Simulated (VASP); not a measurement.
A run of VASP 6.6.1 is set up as follows.

INCAR

```
SYSTEM = Ga
  PREC = Accurate
  ENCUT = 520
  EDIFF = 1E-6
  ISMEAR = -1
  SIGMA = 0.1
  LREAL = .False.
  LASPH = .True.
  NELM = 100
  ALGO = Normal
  ISIF = 2
  LWAVE = .False.
  LCHARG = .False.
  GGA = RE
  NBANDS = 34
```

Contents of KPOINTS:

```
Automatic mesh
0
Gamma
  10 10 9
  0 0 0
```

File POSCAR:

```
Ga
1.0
    2.2380479440     -3.7460159347      0.0000000000
    2.2380479440      3.7460159347      0.0000000000
    0.0000000000      0.0000000000      4.3943041302
Ga
4
Direct
    0.8439416661      0.1560583339      0.0826813058
    0.6560583339      0.3439416661      0.5826813058
    0.1560583339      0.8439416661      0.9173186942
    0.3439416661      0.6560583339      0.4173186942
```

Potentials or basis: VASP PAW PBE potentials, release 64 (Ga_d).

Run with:

```bash
$ cat potpaw_PBE.64/Ga_d/POTCAR > POTCAR
$ mpirun -np 1 vasp_std > vasp.out
```

Q: Estimate the band gap on the k mesh.

A: Zero (bands 26 and 27 overlap by 1.25 eV).

Q: Predict the pressure.

A: 8.1 GPa.

Forces in eV/Å, atoms in the order of the input:
```
Ga   0.000 -0.059  0.019
Ga   0.000  0.059  0.019
Ga   0.000  0.059 -0.019
Ga   0.000 -0.059 -0.019
```

Caveat: the cell stands under pressure; the PAW data sets were made with another functional, which shifts forces and pressure a little.
